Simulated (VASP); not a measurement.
Ge: single point with PBE+D3(BJ)

Ge, a slab with vacuum:

```
CELL_PARAMETERS angstrom
4.22400 0.00000 0.00000
-2.11200 3.65809 0.00000
0.00000 0.00000 28.00000
ATOMIC_POSITIONS crystal
Ge 0.33333 0.66667 0.50523
Ge 0.66667 0.33333 0.49477
```

```yaml
Program: VASP 6.6.1
Task: single point
Functional: PBE
Dispersion: D3(BJ)
Potentials_or_basis: VASP PAW PBE potentials, release 64 (Ge_d)
Cutoff: 520 eV
k_mesh: 12 × 12 × 1
Occupations: gaussian, width 0.1 eV
Spin: no spin polarisation
```

The largest force is 0.478 eV/Å, the band gap on the k mesh is zero (bands 14 and 15 overlap by 1.54 eV) and the dispersion energy per atom is -0.139 eV.

Forces in eV/Å, atoms in the order of the input:
```
Ge   0.000  0.000  0.478
Ge   0.000  0.000 -0.478
```

Levels at points of the mesh, in eV from the Fermi level:
```
           k point  band 10  band 11  band 12  band 13  band 14  band 15  band 16  band 17  band 18  band 19
(0.00, 0.00, 0.00)   -24.51   -11.08    -2.63    -1.19    -1.10    -1.10     3.37     3.43     3.43     4.58
(0.50, 0.00, 0.00)   -24.43    -9.29    -7.52    -2.42    -0.55     0.80     1.20     6.06     6.50     6.88
```

It took 3.5 min on 1 thread of Intel(R) Xeon(R) Platinum 8259CL CPU @ 2.50GHz (Skylake/Cascade Lake), on a shared host, peak memory 0.54 GiB.
